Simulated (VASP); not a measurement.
Runs of VASP 6.6.1 on BiAsSe. The structure is that of space group P4mm (No. 99), or close to it. The cells are those of the table. 

| task | cell | k mesh | cutoff (eV) | gap on the mesh (eV) | pressure (GPa) | relaxed volume (Å³/atom) | largest force (eV/Å) |
| --- | --- | --- | --- | --- | --- | --- | --- |
| relaxation of cell and atoms | relaxed from a = 3.917, b = 3.917, c = 5.490 Å, 3 atoms | 12 × 12 × 8 | 600 | none | 0.0 | (b) | 0.01 |
| single point | a = 3.917, b = 3.917, c = 5.490 Å, 3 atoms | 4 × 4 × 4 | 520 | none | 0.1 | - | 0.03 |
| relaxation of cell and atoms | relaxed from a = 4.730, b = 4.730, c = 3.794 Å, 3 atoms | 4 × 4 × 4 | 600 | none | 0.0 | (a) | 0.03 |
| single point | a = 3.916, b = 3.916, c = 5.485 Å, 3 atoms | 12 × 12 × 8 | 520 | none | 0.0 | - | 0.02 |
| single point | a = 4.730, b = 4.730, c = 3.794 Å, 3 atoms | 4 × 4 × 4 | 520 | none | 122.7 | - | 135.45 |

Alike in all rows: level PBE; potentials or basis VASP PAW PBE potentials, release 64 (Bi_d, As, Se); no spin polarisation; smearing gaussian 0.1 eV.

**Question.** Fill in the values left out.

**Answer.** (a) 30.88; (b) 28.04.

Caveats: some runs use coarse meshes; spin-orbit coupling is left out, which moves the levels of the heavy elements; this functional lacks dispersion, which binds the layers, so the pressure and a relaxed spacing across them are unreliable (some runs); forces of over 1 eV/Å act on the atoms, so gaps and moduli don't describe the material at rest (some runs).

A k mesh can miss the band edges, and the runs leave out spin-orbit coupling on As, Bi, Se.

A gap of «none» marks levels without a gap at the run's occupations.
